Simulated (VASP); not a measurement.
**C: single point with PBE**

C:

```xyz
2
Lattice="0.0000 1.8208 1.8208 1.8208 0.0000 1.8208 1.8208 1.8208 0.0000" Properties=species:S:1:pos:R:3 pbc="T T T"
C     0.0000    0.0000    0.0000
C     0.9104    0.9104    0.9104
```

This cell differs from its parent crystal: volume scaled by 1.06.

```json
{"Program": "VASP 6.6.1", "Task": "single point", "Functional": "PBE", "Potentials or basis": "VASP PAW PBE potentials, release 64 (C)", "Cutoff": "520 eV", "k mesh": "12 × 12 × 12", "Occupations": "gaussian, width 0.02 eV", "Spin": "no spin polarisation", "Dipole correction": "no", "Further INCAR settings": "ALGO = Normal; EDIFF = 1e-06; NBANDS = 11"}
```

```
Pressure               : -22.1 GPa
Band gap on the k mesh : 4.01 eV, indirect (least direct gap 5.42 eV)
```

Levels at points of the mesh, in eV from the valence-band top:
```
           k point  band 1  band 2  band 3  band 4  band 5  band 6  band 7  band 8  band 9
(0.00, 0.00, 0.00)  -20.66    0.00    0.00    0.00    5.42    5.42    5.42   11.94   18.52
(0.50, 0.00, 0.00)  -15.23  -12.70   -2.64   -2.64    8.02    8.20    8.20   15.11   21.02
(0.50, 0.50, 0.00)  -12.34  -12.34   -5.93   -5.93    4.63    4.63   15.88   15.88   22.11
```

Wall time 5.8 s on 1 thread of Intel(R) Xeon(R) Platinum 8559C (Emerald Rapids), on a shared host, peak memory 0.12 GiB.

 A k mesh can miss the band edges.
